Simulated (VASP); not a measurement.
# RbLi3Rh (Pm-3m) in VASP: a series of runs

The runs below take RbLi3Rh through single point, relaxation of cell and atoms, with PBE.

All numbers are computed with VASP 6.6.1; they aren't measurements. Logs are shortened: lines on timing, memory, paths and dates and some standing lists are left out, and cuts for length are marked.

## 1. The cell of the first run

Symmetry: Pm-3m, No. 221, cubic system. The conventional cell has a = 4.719 Å, b = 4.719 Å, c = 4.719 Å, α = 90.00°, β = 90.00°, γ = 90.00°. Within 3.1 Å of Rb (site symmetry m-3m) lie 6 Li at 2.36 Å. Li (site symmetry 4/mmm) has 2 Rb at 2.36 Å within 3.1 Å. Within 4.4 Å of Rh (site symmetry m-3m) lie 12 Li at 3.34 Å and 8 Rb at 4.09 Å.

## 2. Single point, PBE

File INCAR:

```
ALGO = Fast
EDIFF = 1E-6
ENCUT = 520
GGA = PE
ISIF = 2
ISMEAR = 0
LASPH = True
LCHARG = False
LREAL = False
LWAVE = False
NBANDS = 24
NELM = 80
PREC = Accurate
SIGMA = 0.1
```

File KPOINTS:

```
k-points
0
Gamma
  8 8 8
```

File POSCAR:

```
RbLi3Rh
1.0
    4.7192685961      0.0000000000      0.0000000000
    0.0000000000      4.7192685961      0.0000000000
    0.0000000000      0.0000000000      4.7192685961
Rb Li Rh
1 3 1
Direct
    0.0000000000      0.0000000000      0.0000000000
    0.5000000000      0.0000000000      0.0000000000
    0.0000000000      0.5000000000      0.0000000000
    0.0000000000      0.0000000000      0.5000000000
    0.5000000000      0.5000000000      0.5000000000
```

Potentials or basis: VASP PAW PBE potentials, release 64 (Rb_sv, Li_sv, Rh_pv).

Run with:

```sh
$ cat potpaw_PBE.64/Rb_sv/POTCAR potpaw_PBE.64/Li_sv/POTCAR potpaw_PBE.64/Rh_pv/POTCAR > POTCAR
$ mpirun -np 1 vasp_std > vasp.out
```

OUTCAR:

```text
EDIFF = 1E-6
   ENCUT = 520
   GGA = PE
   ISIF = 2
   ISMEAR = 0
   LASPH = True
   LREAL = False
   NELM = 80
   PREC = Accurate

 ion  position               nearest neighbor table
   1  0.000  0.000  0.000-   2 2.36   3 2.36   4 2.36   4 2.36   3 2.36   2 2.36   5 4.09   5 4.09
                             5 4.09   5 4.09   5 4.09   5 4.09   5 4.09   5 4.09
   2  0.500  0.000  0.000-   1 2.36   1 2.36
   3  0.000  0.500  0.000-   1 2.36   1 2.36
   4  0.000  0.000  0.500-   1 2.36   1 2.36
   5  0.500  0.500  0.500-   1 4.09   1 4.09   1 4.09   1 4.09   1 4.09   1 4.09   1 4.09   1 4.09

  LATTYP: Found a simple cubic cell.
 ALAT       =     4.7192685961

  Lattice vectors:

 A1 = (   4.7192685961,   0.0000000000,   0.0000000000)
 A2 = (   0.0000000000,   4.7192685961,   0.0000000000)
 A3 = (   0.0000000000,   0.0000000000,   4.7192685961)

Analysis of symmetry for initial positions (statically):
=====================================================================
 Subroutine PRICEL returns:
 Original cell was already a primitive cell.

 Routine SETGRP: Setting up the symmetry group for a
 simple cubic supercell.

 Subroutine GETGRP returns: Found 48 space group operations
 (whereof 48 operations were pure point group operations)
 out of a pool of 48 trial point group operations.

The static configuration has the point symmetry O_h .

Analysis of symmetry for dynamics (positions and initial velocities):
=====================================================================
 Subroutine PRICEL returns:
 Original cell was already a primitive cell.

 Routine SETGRP: Setting up the symmetry group for a
 simple cubic supercell.

 Subroutine GETGRP returns: Found 48 space group operations
 (whereof 48 operations were pure point group operations)
 out of a pool of 48 trial point group operations.

The dynamic configuration has the point symmetry O_h .

 Subroutine INISYM returns: Found 48 space group operations
 (whereof 48 operations are pure point group operations),
 and found     1 'primitive' translations

----------------------------------------------------------------------------------------

                                     Primitive cell

  volume of cell :     105.1052

  direct lattice vectors                    reciprocal lattice vectors
     4.719268596  0.000000000  0.000000000     0.211897242  0.000000000  0.000000000
     0.000000000  4.719268596  0.000000000     0.000000000  0.211897242  0.000000000
     0.000000000  0.000000000  4.719268596     0.000000000  0.000000000  0.211897242

  length of vectors
     4.719268596  4.719268596  4.719268596     0.211897242  0.211897242  0.211897242

  position of ions in fractional coordinates (direct lattice)
     0.000000000  0.000000000  0.000000000
     0.500000000  0.000000000  0.000000000
     0.000000000  0.500000000  0.000000000
     0.000000000  0.000000000  0.500000000
     0.500000000  0.500000000  0.500000000

  ion indices of the primitive-cell ions
   primitive index   ion index
                 1           1
                 2           2
                 3           3
                 4           4
                 5           5

----------------------------------------------------------------------------------------

 KPOINTS: k-points

Automatic generation of k-mesh.
 Grid dimensions read from file:
 generate k-points for:    8    8    8

 Generating k-lattice:

  Cartesian coordinates                     Fractional coordinates (reciprocal lattice)
     0.026487155  0.000000000  0.000000000     0.125000000  0.000000000  0.000000000
     0.000000000  0.026487155  0.000000000     0.000000000  0.125000000  0.000000000
     0.000000000  0.000000000  0.026487155     0.000000000  0.000000000  0.125000000

  Length of vectors
     0.026487155  0.026487155  0.026487155

  Shift w.r.t. Gamma in fractional coordinates (k-lattice)
     0.000000000  0.000000000  0.000000000

 Subroutine IBZKPT returns following result:
 ===========================================

 Found     35 irreducible k-points:

 Following reciprocal coordinates:
            Coordinates               Weight
  0.000000  0.000000  0.000000      1.000000
  0.125000  0.000000  0.000000      6.000000
  0.250000  0.000000  0.000000      6.000000
  0.375000  0.000000  0.000000      6.000000
  0.500000  0.000000  0.000000      3.000000
  0.125000  0.125000  0.000000     12.000000
[... 16 lines left out ...]
  0.375000  0.375000  0.125000     24.000000
  0.500000  0.375000  0.125000     24.000000
 [... further k-points ...]
   k-points           NKPTS =     35   k-points in BZ     NKDIM =     35   number of bands    NBANDS=     24
   number of dos      NEDOS =    301   number of ions     NIONS =      5
   total plane-waves  NPLWV =  46656
   dimension x,y,z NGX =    36 NGY =   36 NGZ =   36
   dimension x,y,z NGXF=    72 NGYF=   72 NGZF=   72
   ions per type =               1   3   1
   NGX,Y,Z   is equivalent  to a cutoff of  12.68, 12.68, 12.68 a.u.
   NGXF,Y,Z  is equivalent  to a cutoff of  25.36, 25.36, 25.36 a.u.
 SYSTEM =  unknown system
   PREC   = accura    normal or accurate (medium, high low for compatibility)
   ISTART =      0    job   : 0-new  1-cont  2-samecut
   ICHARG =      2    charge: 1-file 2-atom 10-const
   ISPIN  =      1    spin polarized calculation?
   LNONCOLLINEAR =      F non collinear calculations
   LSORBIT =      F    spin-orbit coupling
   LASPH  =      T    aspherical Exc in radial PAW
   ENCUT  =  520.0 eV  38.22 Ry    6.18 a.u.   8.77  8.77  8.77*2*pi/ulx,y,z
   NELM   =     80;   NELMIN=  2; NELMDL= -5     # of ELM steps
   EDIFF  = 0.1E-05   stopping-criterion for ELM
   LREAL  =      F    real-space projection
   EDIFFG = 0.1E-04   stopping-criterion for IOM
   NSW    =      0    number of steps for IOM
   IBRION =     -1    ionic relax: 0-MD 1-quasi-New 2-CG
   NFREE  =      0    steps in history (QN), initial steepest desc. (CG)
   ISIF   =      2    stress and relaxation
   ISYM   =      2    0-nonsym 1-usesym 2-fastsym
   POTIM  = 0.5000    time-step for ionic-motion
   TEBEG  =    0.0;   TEEND  =   0.0 temperature during run
   PSTRESS=    0.0 pullay stress
   NELECT =      33.0000    total number of electrons
   NUPDOWN=      -1.0000    fix difference up-down
   EMIN   =  10.00;   EMAX   =-10.00  energy-range for DOS
   EFERMI =   0.00;   METHOD = LEGACY
   ISMEAR =     0;   SIGMA  =   0.10  broadening in eV -4-tet -1-fermi 0-gaus
   EFERMI_NEDOS =   21; number of points for ismear=-14 and -15
   IALGO  =     68    algorithm
   IMIX   =      4    mixing-type and parameters
     AMIX     =   0.40;   BMIX     =  1.00
     AMIX_MAG =   1.60;   BMIX_MAG =  1.00
  volume/ion in A,a.u.               =      21.02       141.86
  Fermi-wavevector in a.u.,A,eV,Ry     =   1.112683  2.102666 16.844876  1.238063
  Thomas-Fermi vector in A             =   2.249260
   LORBIT       =      0    0 simple, 1 ext, 2 COOP (PROOUT), +10 PAW based schemes
   GGA     = PE    functional components
   LHFCALC =     F    Hartree Fock is set to
   AEXX    =    0.0000 exact exchange contribution
   IVDW    =     0    specifies the selected vdW correction
   LEPSILON=     F    determine dielectric tensor
   LRPA    =     F    only Hartree local field effects (RPA)
 non-spin polarized calculation
 RMM-DIIS sequential band-by-band and
 Gauss-broadening in eV      SIGMA  =   0.10
  energy-cutoff  :      520.00
  volume of cell :      105.11
 maximum number of plane-waves:      2872
 NGX is ok and might be reduce to    36
   NGX = 17   NGY = 17   NGZ = 17

 number of electron      32.9999963 magnetization

 Free energy of the ion-electron system (eV)
  ---------------------------------------------------
  ext. energy  EPLUGINS =         0.00000000
  ---------------------------------------------------
  free energy    TOTEN  =        -8.14894866 eV

  energy without entropy =       -8.13341511  energy(sigma->0) =       -8.14118188

 E-fermi :   2.5999     XC(G=0):  -8.6225

 val. band max:        2.5560263703   @ k =   0.3750   0.1250   0.0000
 cond. band min:       2.6011063851   @ k =   0.3750   0.1250   0.1250
 fundamental gap:      0.0450800148
 Fermi energy:         2.5998566464

 k-point     1 :       0.0000    0.0000    0.0000
  band No.  band energies     occupation
      1     -45.4955      2.00000
      2     -45.4845      2.00000
      3     -45.4845      2.00000
      4     -42.2671      2.00000
      5     -42.2671      2.00000
      6     -42.2671      2.00000
[... 16 lines left out ...]
     23       6.7893      0.00000
     24       6.7910      0.00000

 k-point     2 :       0.1250    0.0000    0.0000
  band No.  band energies     occupation
      1     -45.4951      2.00000
      2     -45.4849      2.00000
      3     -45.4846      2.00000
      4     -42.2671      2.00000
      5     -42.2671      2.00000
      6     -42.2671      2.00000
[... 16 lines left out ...]
     23       6.7924      0.00000
     24       6.7924      0.00000

 k-point     3 :       0.2500    0.0000    0.0000
  band No.  band energies     occupation
      1     -45.4940      2.00000
      2     -45.4857      2.00000
      3     -45.4845      2.00000
      4     -42.2672      2.00000
      5     -42.2671      2.00000
      6     -42.2671      2.00000
[... 16 lines left out ...]
     23       6.9926      0.00000
     24       6.9926      0.00000
[... 514 lines left out ...]
 k-point    23 :       0.3750    0.3750    0.1250
  band No.  band energies     occupation
      1     -45.4900      2.00000
      2     -45.4872      2.00000
      3     -45.4863      2.00000
      4     -42.2673      2.00000
      5     -42.2673      2.00000
      6     -42.2671      2.00000
[... 16 lines left out ...]
     23       5.8787      0.00000
     24       7.0320      0.00000

 k-point    24 :       0.5000    0.3750    0.1250
  band No.  band energies     occupation
      1     -45.4893      2.00000
      2     -45.4877      2.00000
      3     -45.4866      2.00000
      4     -42.2673      2.00000
      5     -42.2673      2.00000
      6     -42.2671      2.00000
[... 16 lines left out ...]
     23       5.9560      0.00000
     24       6.7525      0.00000

 [... further k-points ...]

------------------------ aborting loop because EDIFF is reached ----------------------------------------

  FORCE on cell =-STRESS in cart. coord.  units (eV):
  Direction    XX          YY          ZZ          XY          YZ          ZX
  --------------------------------------------------------------------------------------
  -------------------------------------------------------------------------------------
  Total       -0.1156336     -0.1156336     -0.1156336      0.0000000      0.0000000      0.0000000
  in kB       -1.7626673     -1.7626673     -1.7626673      0.0000000      0.0000000      0.0000000
  external PRESSURE =      -1.7626673 kB  Pullay stress =       0.0000000 kB

 VOLUME and BASIS-vectors are now :
 -----------------------------------------------------------------------------
  energy-cutoff  :      520.00
  volume of cell :      105.11
      direct lattice vectors                 reciprocal lattice vectors
     4.719268596  0.000000000  0.000000000     0.211897242  0.000000000  0.000000000
     0.000000000  4.719268596  0.000000000     0.000000000  0.211897242  0.000000000
     0.000000000  0.000000000  4.719268596     0.000000000  0.000000000  0.211897242

 POSITION                                       TOTAL-FORCE (eV/Angst)
 -----------------------------------------------------------------------------------
      0.00000      0.00000      0.00000         0.000000      0.000000      0.000000
      2.35963      0.00000      0.00000         0.000000      0.000000      0.000000
      0.00000      2.35963      0.00000         0.000000      0.000000      0.000000
      0.00000      0.00000      2.35963         0.000000      0.000000      0.000000
      2.35963      2.35963      2.35963         0.000000      0.000000      0.000000
 -----------------------------------------------------------------------------------
    total drift:                                0.000000      0.000000      0.000000

  FREE ENERGIE OF THE ION-ELECTRON SYSTEM (eV)
  ---------------------------------------------------
  free  energy   TOTEN  =        -8.1489486586 eV

  energy  without entropy=       -8.1334151067  energy(sigma->0) =       -8.14118188
```

Wall time 2.6 min (1 thread of Intel Xeon 6975P-C (Granite Rapids), shared host); peak memory 0.26 GiB.

What came out:

| Item | Value |
| --- | --- |
| Free energy | -8.1489 eV |

Levels at points of the mesh, in eV from the Fermi level:
```csv
k point,band 13,band 14,band 15,band 16,band 17,band 18,band 19,band 20
"(0.00, 0.00, 0.00)",-1.04,-0.60,-0.60,-0.60,2.22,2.22,2.22,2.75
"(0.50, 0.00, 0.00)",-0.98,-0.78,-0.78,-0.53,-0.32,1.33,1.33,2.78
"(0.50, 0.50, 0.00)",-0.95,-0.95,-0.37,-0.25,0.14,0.14,2.03,2.70
"(0.50, 0.50, 0.50)",-0.95,-0.92,-0.92,-0.92,-0.35,-0.35,0.97,2.15
```

Caveat: the cutoff is under 1.25 times the usual one of these potentials, so pressure, stress and relaxed cells hold a basis-set (Pulay) error.

## 3. Single point, PBE, collinear spin, ferromagnetic start

This run uses another cell than the first one, of 20.88 Å³/atom, 0.993 times its volume.

File INCAR:

```
ALGO = Fast ; EDIFF = 1E-6
ENCUT = 520 ; GGA = PE
ISIF = 2 ; ISMEAR = 0
ISPIN = 2 ; LASPH = T
LCHARG = F ; LMAXMIX = 4
LORBIT = 11 ; LREAL = F
LWAVE = F ; MAGMOM = 0 0 0 0 1
NBANDS = 28 ; NELM = 150
PREC = Accurate ; SIGMA = 0.1
```

File KPOINTS:

```
k-points
0
Gamma
  4 4 4
```

POSCAR, as its differences from that of step 2:

```diff
@@ -2,5 +2,5 @@
 1.0
-    4.7192685961      0.0000000000      0.0000000000
-    0.0000000000      4.7192685961      0.0000000000
-    0.0000000000      0.0000000000      4.7192685961
+    4.7083425310      0.0000000000      0.0000000000
+    0.0000000000      4.7083425310      0.0000000000
+    0.0000000000      0.0000000000      4.7083425310
 Rb Li Rh
```

Potentials or basis: VASP PAW PBE potentials, release 64 (Rb_sv, Li_sv, Rh_pv).

Run with:

```sh
$ cat potpaw_PBE.64/Rb_sv/POTCAR potpaw_PBE.64/Li_sv/POTCAR potpaw_PBE.64/Rh_pv/POTCAR > POTCAR
$ mpirun -np 1 vasp_std > vasp.out
```

Wall time 74 s (1 thread of Intel Xeon 6975P-C (Granite Rapids), shared host); peak memory 0.26 GiB.

The run converged. Its results:

```yaml
Free_energy: -8.1984 eV
Net_moment: 0.28 μB per cell
Site_moments: Rb -0.01; Li -0.00; Rh +0.41 μB
Valence_electrons_inside_the_program's_atomic_spheres: Rb 7.44; Li 2.08; Rh 13.49
```

Levels at points of the mesh, in eV from the Fermi level:
Spin up:
```csv
k point,band 13,band 14,band 15,band 16,band 17,band 18,band 19,band 20
"(0.00, 0.00, 0.00)",-1.11,-0.59,-0.59,-0.59,2.39,2.39,2.39,2.88
"(0.50, 0.00, 0.00)",-1.07,-0.77,-0.77,-0.53,-0.42,1.48,1.48,2.94
"(0.50, 0.50, 0.00)",-0.93,-0.93,-0.49,-0.33,0.30,0.30,2.15,2.84
"(0.50, 0.50, 0.50)",-0.89,-0.80,-0.80,-0.80,-0.48,-0.48,1.04,2.34
```
Spin down:
```
           k point  band 12  band 13  band 14  band 15  band 16  band 17  band 18  band 19  band 20  band 21
(0.00, 0.00, 0.00)    -0.79    -0.79    -0.42    -0.42    -0.42     2.34     2.34     2.34     2.91     2.91
(0.50, 0.00, 0.00)    -1.21    -0.72    -0.61    -0.61    -0.36    -0.03     1.43     1.43     2.91     2.92
(0.50, 0.50, 0.00)    -1.19    -0.80    -0.80    -0.07     0.03     0.24     0.24     2.17     2.83     2.83
(0.50, 0.50, 0.50)    -0.87    -0.87    -0.75    -0.75    -0.75    -0.04    -0.04     1.12     2.28     3.07
```

Caveat: the cutoff is under 1.25 times the usual one of these potentials, so pressure, stress and relaxed cells hold a basis-set (Pulay) error.

(Part 1 of 2 ends here.)
